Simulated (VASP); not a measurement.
# Al32As (a cell with a defect) in VASP: a series of runs

Al32As (a cell with a defect) is run at these levels: PBE; tasks: single point.

All numbers are computed with VASP 6.6.1; they aren't measurements. Logs are shortened: lines on timing, memory, paths and dates and some standing lists are left out, and cuts for length are marked.

**1. The cell of the first run**

The cell holds a defect, 33 atoms: a = 8.100 Å, b = 8.100 Å, c = 8.100 Å, α = 90.00°, β = 90.00°, γ = 90.00°.

**2. Single point, PBE**

INCAR reads:

```
PREC     = Accurate       # precision mode
ENCUT    = 520            # plane-wave cutoff, eV
EDIFF    = 1E-6           # SCF threshold, eV
ISMEAR   = -1             # smearing method
SIGMA    = 0.05           # smearing width, eV
LREAL    = Auto         
LASPH    = T              # aspherical terms in the spheres
NELM     = 60             # most SCF steps
ALGO     = Normal         # electronic algorithm
ISIF     = 2              # what is computed and relaxed
LWAVE    = F              # write WAVECAR
LCHARG   = T              # write CHGCAR
GGA      = PE             # functional
LELF     = T              # ELF
LVHAR    = T            
NBANDS   = 72             # bands
```

KPOINTS reads:

```
Automatic mesh
0
Gamma
  2 2 2
```

POSCAR reads:

```
Al32As
1.0
    8.1000000000      0.0000000000      0.0000000000
    0.0000000000      8.1000000000      0.0000000000
    0.0000000000      0.0000000000      8.1000000000
Al As
32 1
Direct
    0.4977901235     -0.0298765432     -0.0138395062
    0.7350000000      0.2456419753     -0.0153086420
    0.7592345679     -0.0009382716      0.2529259259
   -0.0037777778     -0.0060864198      0.0033703704
    0.2698024691      0.2313827160     -0.0019259259
    0.4949753086      0.4774691358     -0.0627901235
    0.7630617284      0.7519135802      0.0163333333
    0.2204567901      0.0047530864      0.2541975309
    0.5096172840      0.1879506173      0.2578765432
    0.8115802469      0.5009382716      0.2624320988
    0.4945308642      0.0062098765      0.5227160494
    0.7405432099      0.2332839506      0.4958765432
    0.7503086420     -0.0113086420      0.7548271605
    0.0028271605      0.4820000000     -0.0120246914
    0.2705925926      0.7578641975     -0.0120617284
   -0.0024567901      0.2634197531      0.2492098765
    0.2099506173      0.5085802469      0.2348888889
    0.5084567901      0.8113456790      0.2547160494
    0.0114444444      0.0088888889      0.4981234568
    0.2341234568      0.2398271605      0.5121358025
    0.4730370370      0.4985308642      0.5439876543
    0.7573333333      0.7290123457      0.5070123457
    0.2412098765     -0.0146419753      0.7738024691
    0.4934567901      0.2387283951      0.7609876543
    0.7694197531      0.4780123457      0.7370246914
    0.0064444444      0.7588641975      0.2486296296
    0.0192962963      0.5084320988      0.5008271605
    0.2626543210      0.7721234568      0.5060617284
   -0.0020987654      0.2421975309      0.7507160494
    0.2298024691      0.4865308642      0.7400493827
    0.5114691358      0.7562469136      0.7516543210
   -0.0047283951      0.7276790123      0.7513827160
    0.5011975309      0.4932962963      0.2514074074
```

Potentials or basis: VASP PAW PBE potentials, release 64 (Al, As).

Run with:

```sh
> cat potpaw_PBE.64/Al/POTCAR potpaw_PBE.64/As/POTCAR > POTCAR
> mpirun -np 1 vasp_std > vasp.out
```

OUTCAR:

```text
PREC = Accurate
   ENCUT = 520
   EDIFF = 1E-6
   ISMEAR = -1
   LREAL = Auto
   LASPH = T
   NELM = 60
   ISIF = 2
   GGA = PE

 ion  position               nearest neighbor table
   1  0.498  0.970  0.986-  15 2.52  18 2.53  31 2.57  23 2.70  13 2.78   7 2.79   5 2.81   9 2.82
                            24 2.84   2 2.94   3 3.03   8 3.14
   2  0.735  0.246  0.985-  24 2.67   6 2.73  25 2.76  13 2.80  29 2.85  14 2.89   9 2.91   4 2.94
                             1 2.94   3 2.96  16 3.02  10 3.12
   3  0.759  0.999  0.253-   9 2.54  18 2.54  12 2.74   7 2.77   4 2.79  26 2.79  19 2.85  16 2.88
                             2 2.96  22 3.00   1 3.03  11 3.06
   4  0.996  0.994  0.003-  23 2.72   7 2.72   8 2.73  26 2.75   3 2.79  13 2.83  29 2.87  15 2.93
                             5 2.93   2 2.94  16 2.95  32 2.97
   5  0.270  0.231  0.998-  24 2.64  23 2.71   6 2.75   8 2.80   1 2.81   9 2.89   4 2.93  30 2.96
                            14 2.97  29 2.98  17 2.99  16 3.01
   6  0.495  0.477  0.937-  24 2.40  33 2.55  30 2.68  31 2.72   2 2.73   5 2.75  25 2.75  15 2.94
                             7 3.17  21 3.19  17 3.35
   7  0.763  0.752  0.016-   4 2.72  26 2.73   3 2.77   1 2.79  13 2.86  32 2.86  18 2.87  10 2.87
                            14 2.93  31 2.96  25 3.17   6 3.17
   8  0.220  0.005  0.254-  19 2.60  26 2.64   4 2.73  16 2.77   9 2.77  28 2.80   5 2.80  18 2.81
                            20 2.83  15 2.97  11 3.11   1 3.14
   9  0.510  0.188  0.258-  33 2.47   3 2.54  11 2.60  12 2.71   8 2.77   1 2.82   5 2.89   2 2.91
[... 32 lines left out ...]
                            21 2.87  24 2.96  31 3.08   7 3.17
  26  0.006  0.759  0.249-  17 2.62  10 2.62   8 2.64   7 2.73   4 2.75   3 2.79  19 2.86  27 2.88
                            22 2.92  28 2.94  15 3.01  14 3.08
  27  0.019  0.508  0.501-  10 2.56  30 2.59  17 2.65  32 2.70  22 2.77  20 2.79  25 2.80  16 2.85
                            26 2.88  28 2.91  29 2.96  12 3.17
  28  0.263  0.772  0.506-  11 2.67  23 2.78  19 2.80   8 2.80  21 2.81  31 2.83  18 2.87  27 2.91
                            26 2.94  32 2.96  30 3.00  17 3.09
  29  0.998  0.242  0.751-  25 2.66  20 2.72  30 2.73  14 2.73  19 2.79   2 2.85   4 2.87  13 2.87
                            23 2.87  12 2.93  27 2.96   5 2.98
  30  0.230  0.487  0.740-  21 2.53  27 2.59   6 2.68  20 2.72  14 2.72  32 2.73  29 2.73  24 2.94
                             5 2.96  15 3.00  28 3.00  31 3.16
  31  0.511  0.756  0.752-   1 2.57  21 2.70  13 2.70   6 2.72  15 2.73  11 2.75  22 2.82  28 2.83
                            23 2.88   7 2.96  25 3.08  30 3.16
  32  0.995  0.728  0.751-  27 2.70  30 2.73  25 2.73  22 2.76  14 2.76   7 2.86  23 2.89  13 2.90
                            15 2.95  28 2.96   4 2.97  19 3.07
  33  0.501  0.493  0.251-  17 2.37  21 2.38   9 2.47  10 2.52   6 2.55  18 2.58

  LATTYP: Found a simple cubic cell.
 ALAT       =     8.1000000000

  Lattice vectors:

 A1 = (   8.1000000000,   0.0000000000,   0.0000000000)
 A2 = (   0.0000000000,   8.1000000000,   0.0000000000)
 A3 = (   0.0000000000,   0.0000000000,   8.1000000000)

Analysis of symmetry for initial positions (statically):
=====================================================================
 Subroutine PRICEL returns:
 Original cell was already a primitive cell.

 Routine SETGRP: Setting up the symmetry group for a
 simple cubic supercell.

 Subroutine GETGRP returns: Found  1 space group operations
 (whereof  1 operations were pure point group operations)
 out of a pool of 48 trial point group operations.

The static configuration has the point symmetry C_1 .

Analysis of symmetry for dynamics (positions and initial velocities):
=====================================================================
 Subroutine PRICEL returns:
 Original cell was already a primitive cell.

 Routine SETGRP: Setting up the symmetry group for a
 simple cubic supercell.

 Subroutine GETGRP returns: Found  1 space group operations
 (whereof  1 operations were pure point group operations)
 out of a pool of 48 trial point group operations.

The dynamic configuration has the point symmetry C_1 .

 Subroutine INISYM returns: Found  1 space group operations
 (whereof  1 operations are pure point group operations),
 and found     1 'primitive' translations

----------------------------------------------------------------------------------------

                                     Primitive cell

  volume of cell :     531.4410

  direct lattice vectors                    reciprocal lattice vectors
     8.100000000  0.000000000  0.000000000     0.123456790  0.000000000  0.000000000
     0.000000000  8.100000000  0.000000000     0.000000000  0.123456790  0.000000000
     0.000000000  0.000000000  8.100000000     0.000000000  0.000000000  0.123456790

  length of vectors
     8.100000000  8.100000000  8.100000000     0.123456790  0.123456790  0.123456790
[... 84 lines left out ...]
     0.000000000  0.061728395  0.000000000     0.000000000  0.500000000  0.000000000
     0.000000000  0.000000000  0.061728395     0.000000000  0.000000000  0.500000000

  Length of vectors
     0.061728395  0.061728395  0.061728395

  Shift w.r.t. Gamma in fractional coordinates (k-lattice)
     0.000000000  0.000000000  0.000000000

 Subroutine IBZKPT returns following result:
 ===========================================

 Found      8 irreducible k-points:

 Following reciprocal coordinates:
            Coordinates               Weight
  0.000000  0.000000  0.000000      1.000000
  0.500000  0.000000  0.000000      1.000000
  0.000000  0.500000  0.000000      1.000000
  0.000000  0.000000  0.500000      1.000000
  0.500000  0.500000  0.000000      1.000000
  0.000000  0.500000  0.500000      1.000000
  0.500000  0.000000  0.500000      1.000000
  0.500000  0.500000  0.500000      1.000000
   k-points           NKPTS =      8   k-points in BZ     NKDIM =      8   number of bands    NBANDS=     72
   number of dos      NEDOS =    301   number of ions     NIONS =     33
   total plane-waves  NPLWV = 216000
   dimension x,y,z NGX =    60 NGY =   60 NGZ =   60
   dimension x,y,z NGXF=   120 NGYF=  120 NGZF=  120
   ions per type =              32   1
   NGX,Y,Z   is equivalent  to a cutoff of  12.31, 12.31, 12.31 a.u.
   NGXF,Y,Z  is equivalent  to a cutoff of  24.63, 24.63, 24.63 a.u.
 SYSTEM =  unknown system
   PREC   = accura    normal or accurate (medium, high low for compatibility)
   ISTART =      0    job   : 0-new  1-cont  2-samecut
   ICHARG =      2    charge: 1-file 2-atom 10-const
   ISPIN  =      1    spin polarized calculation?
   LNONCOLLINEAR =      F non collinear calculations
   LSORBIT =      F    spin-orbit coupling
   LASPH  =      T    aspherical Exc in radial PAW
   ENCUT  =  520.0 eV  38.22 Ry    6.18 a.u.  15.06 15.06 15.06*2*pi/ulx,y,z
   NELM   =     60;   NELMIN=  2; NELMDL= -5     # of ELM steps
   EDIFF  = 0.1E-05   stopping-criterion for ELM
   LREAL  =      T    real-space projection
   EDIFFG = 0.1E-04   stopping-criterion for IOM
   NSW    =      0    number of steps for IOM
   IBRION =     -1    ionic relax: 0-MD 1-quasi-New 2-CG
   NFREE  =      0    steps in history (QN), initial steepest desc. (CG)
   ISIF   =      2    stress and relaxation
   ISYM   =      2    0-nonsym 1-usesym 2-fastsym
   POTIM  = 0.5000    time-step for ionic-motion
   TEBEG  =    0.0;   TEEND  =   0.0 temperature during run
   PSTRESS=    0.0 pullay stress
   NELECT =     101.0000    total number of electrons
   NUPDOWN=      -1.0000    fix difference up-down
   EMIN   =  10.00;   EMAX   =-10.00  energy-range for DOS
   EFERMI =   0.00;   METHOD = LEGACY
   ISMEAR =    -1;   SIGMA  =   0.05  broadening in eV -4-tet -1-fermi 0-gaus
   EFERMI_NEDOS =   21; number of points for ismear=-14 and -15
   IALGO  =     38    algorithm
   IMIX   =      4    mixing-type and parameters
     AMIX     =   0.40;   BMIX     =  1.00
     AMIX_MAG =   1.60;   BMIX_MAG =  1.00
  volume/ion in A,a.u.               =      16.10       108.68
  Fermi-wavevector in a.u.,A,eV,Ry     =   0.941233  1.778672 12.053656  0.885919
  Thomas-Fermi vector in A             =   2.068723
   LORBIT       =      0    0 simple, 1 ext, 2 COOP (PROOUT), +10 PAW based schemes
   GGA     = PE    functional components
   LHFCALC =     F    Hartree Fock is set to
   AEXX    =    0.0000 exact exchange contribution
   IVDW    =     0    specifies the selected vdW correction
   LEPSILON=     F    determine dielectric tensor
   LRPA    =     F    only Hartree local field effects (RPA)
 non-spin polarized calculation
  energy-cutoff  :      520.00
  volume of cell :      531.44
 maximum number of plane-waves:     14400
   NGX = 31   NGY = 31   NGZ = 31

 number of electron     101.0000001 magnetization

 Free energy of the ion-electron system (eV)
  ---------------------------------------------------
  ext. energy  EPLUGINS =         0.00000000
  ---------------------------------------------------
  free energy    TOTEN  =      -121.32403544 eV

  energy without entropy =     -121.24323630  energy(sigma->0) =     -121.28363587

 E-fermi :   8.2224     XC(G=0): -10.2969

 val. band max:        8.2048078150   @ k =   0.5000   0.0000   0.0000
 cond. band min:       8.2284284627   @ k =   0.5000   0.5000   0.0000
 fundamental gap:      0.0236206477
 Fermi energy:         8.2223513721

 k-point     1 :       0.0000    0.0000    0.0000
  band No.  band energies     occupation
      1      -4.7982      2.00000
      2      -2.7156      2.00000
      3      -1.2322      2.00000
      4      -1.1143      2.00000
      5      -0.8018      2.00000
      6      -0.7814      2.00000
[... 509 lines left out ...]
     61      10.8858      0.00000
     62      10.9003      0.00000
 [bands above 62 left out]

------------------------ aborting loop because EDIFF is reached ----------------------------------------

  FORCE on cell =-STRESS in cart. coord.  units (eV):
  Direction    XX          YY          ZZ          XY          YZ          ZX
  --------------------------------------------------------------------------------------
  -------------------------------------------------------------------------------------
  Total       19.8187056     19.9944232     19.9506353      0.6195695      1.8404240      0.2155605
  in kB       59.7490235     60.2787735     60.1467624      1.8678652      5.5484723      0.6498673
  external PRESSURE =      60.0581865 kB  Pullay stress =       0.0000000 kB

 VOLUME and BASIS-vectors are now :
 -----------------------------------------------------------------------------
  energy-cutoff  :      520.00
  volume of cell :      531.44
      direct lattice vectors                 reciprocal lattice vectors
     8.100000000  0.000000000  0.000000000     0.123456790  0.000000000  0.000000000
     0.000000000  8.100000000  0.000000000     0.000000000  0.123456790  0.000000000
     0.000000000  0.000000000  8.100000000     0.000000000  0.000000000  0.123456790

 POSITION                                       TOTAL-FORCE (eV/Angst)
 -----------------------------------------------------------------------------------
      4.03210      7.85800      7.98790         0.724649      1.494170      0.166699
      5.95350      1.98970      7.97600         0.630133     -0.413768      0.641865
      6.14980      8.09240      2.04870         1.054698      0.048034      0.057421
      8.06940      8.05070      0.02730         0.012614      0.338977     -0.174243
      2.18540      1.87420      8.08440        -0.844350      0.182238      0.422933
      4.00930      3.86750      7.59140         0.185426      1.652301      0.658478
[... 25 lines left out ...]
      8.06170      5.89420      6.08620         0.210791      0.806514      0.200315
      4.05970      3.99570      2.03640         1.002439      0.297555     -0.831643
 -----------------------------------------------------------------------------------
    total drift:                                0.007565     -0.015330     -0.016070

  FREE ENERGIE OF THE ION-ELECTRON SYSTEM (eV)
  ---------------------------------------------------
  free  energy   TOTEN  =      -121.3240354359 eV

  energy  without entropy=     -121.2432363018  energy(sigma->0) =     -121.28363587
```

Run time: 2.7 min. Hardware: 1 thread of AMD EPYC 9R45 (Zen 5), shared host; peak memory 0.54 GiB.

What came out:

| Property | Result |
| --- | --- |
| Free energy | -121.3240 eV |
| Pressure | 6.0 GPa |
| Largest force | 1.880 eV/Å |
| Band gap on the k mesh | zero (an odd number of electrons rules out a gap without spin polarisation) |

Forces in eV/Å, atoms in the order of the input:
```
Al   0.725  1.494  0.167
Al   0.630 -0.414  0.642
Al   1.055  0.048  0.057
Al   0.013  0.339 -0.174
Al  -0.844  0.182  0.423
Al   0.185  1.652  0.658
Al  -0.221 -0.568 -0.569
Al   0.930  0.182 -0.360
Al  -0.813 -0.086 -0.557
Al  -0.985  0.432 -0.517
Al   0.038 -0.215  0.217
Al   0.522  0.359  0.503
Al   0.317  0.132 -0.271
Al  -0.119  0.257 -0.102
Al  -1.094 -1.361  0.697
Al   0.367 -1.468 -0.120
Al  -0.477  0.048 -0.023
Al  -0.598 -0.610  0.532
Al  -1.039 -0.659  0.514
Al   0.626  0.135 -0.313
Al   0.783 -0.029  0.808
Al  -0.217  0.764 -0.025
Al  -0.193  0.524 -1.138
Al   0.123 -1.208 -1.316
Al  -0.703  0.348  0.006
Al   0.101  0.192  0.176
Al  -0.101 -0.214  0.114
Al  -0.424 -0.484  0.018
Al  -0.016 -0.498  0.095
Al   0.060  0.326  0.871
Al   0.157 -0.705 -0.382
Al   0.211  0.807  0.200
As   1.002  0.298 -0.832
```

Caveat: the k points lie up to 0.39 Å⁻¹ apart, too coarse for converged energies and pressures of a metal.

[end of part 1 of 2]

The gap in the log of VASP goes by the Fermi energy; the results here count the filled bands.